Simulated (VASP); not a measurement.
Input of a VASP 6.6.1 run:

The input INCAR:

```
PREC = Accurate
ENCUT = 520
EDIFF = 1E-7
ISMEAR = 0
SIGMA = 0.15
LREAL = False
LASPH = True
NELM = 60
ALGO = Fast
ISIF = 2
LWAVE = False
LCHARG = False
GGA = PS
NBANDS = 18
```

KPOINTS

```
Automatic mesh
0
Gamma
  12 12 8
```

Contents of POSCAR:

```
Ag
1.0
    2.8741207916      0.0002269968      0.0000691390
   -1.4368382366      2.4876516275     -0.0001620324
    0.0000082434     -0.0000501736      4.6774441881
Ag
2
Direct
    0.3331834945      0.6665001837      0.2500017164
    0.6668165055      0.3334998163      0.7499982836
```

Potentials or basis: VASP PAW PBE potentials, release 64 (Ag).

Launch:

```bash
$ cat potpaw_PBE.64/Ag/POTCAR > POTCAR
$ mpirun -np 1 vasp_std > vasp.out
```

Question: What does it give for the band gap on the k mesh?

Answer: Zero (bands 11 and 12 overlap by 7.49 eV).

Question: What does it give for the pressure?

Answer: -0.2 GPa.

Caveat: the PAW data sets were made with another functional, which shifts forces and pressure a little.
